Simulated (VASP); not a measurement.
Here is a VASP 6.6.1 calculation.

Contents of POSCAR:

```
ZnS
1.0
    0.0000000000      2.7198945612      2.7198945612
    2.7198945612      0.0000000000      2.7198945612
    2.7198945612      2.7198945612      0.0000000000
Zn S
1 1
Direct
    0.7500000000      0.7500000000      0.7500000000
    0.0000000000      0.0000000000      0.0000000000
```

INCAR.step1

```
PREC = Accurate ; ENCUT = 520
ISMEAR = -1 ; SIGMA = 0.05
LREAL = False ; LASPH = True
NELM = 100 ; NBANDS = 16
GGA = PE ; ALGO = Normal
EDIFF = 1E-4 ; LWAVE = True
LCHARG = False
```

The input INCAR.step2:

```
PREC = Accurate ; ENCUT = 520
EDIFF = 1E-6 ; ISMEAR = -1
SIGMA = 0.05 ; LREAL = False
LASPH = True ; NELM = 100
ALGO = Normal ; ISIF = 2
LWAVE = False ; LCHARG = False
METAGGA = R2SCAN ; LMIXTAU = True
NBANDS = 16 ; ISTART = 1
```

The input KPOINTS:

```
Automatic mesh
0
Gamma
  9 9 9
```

Potentials or basis: VASP PAW PBE potentials, release 64 (Zn, S).

Launch:

```sh
$ cat potpaw_PBE.64/Zn/POTCAR potpaw_PBE.64/S/POTCAR > POTCAR
$ cp INCAR.step1 INCAR
$ mpirun -np 1 vasp_std > vasp.out
$ cp INCAR.step2 INCAR
$ mpirun -np 1 vasp_std > vasp.out
```

Predict the pressure.

-2.1 GPa.

What does it give for the band gap on the k mesh?

2.58 eV, direct.

Caveat: the PAW data sets were made with another functional, which shifts forces and pressure a little.

**What was measured.**

“Electronic, vibrational, and thermodynamic properties of ZnS (zincblende and rocksalt structure)”, 2009, arxiv:0911.5022 quotes, for a bulk crystal of ZnS at 19 K: band gap 3.85 eV (direct).

Against the measured gap of ZnS, 3.85 eV (direct; 19 K; quoted in “Electronic, vibrational, and thermodynamic properties of ZnS (zincblende and rocksalt structure)”, 2009, arxiv:0911.5022), the calculated 2.58 eV is off by -1.27 eV. The value is that of r2SCAN, without temperature or zero-point motion.
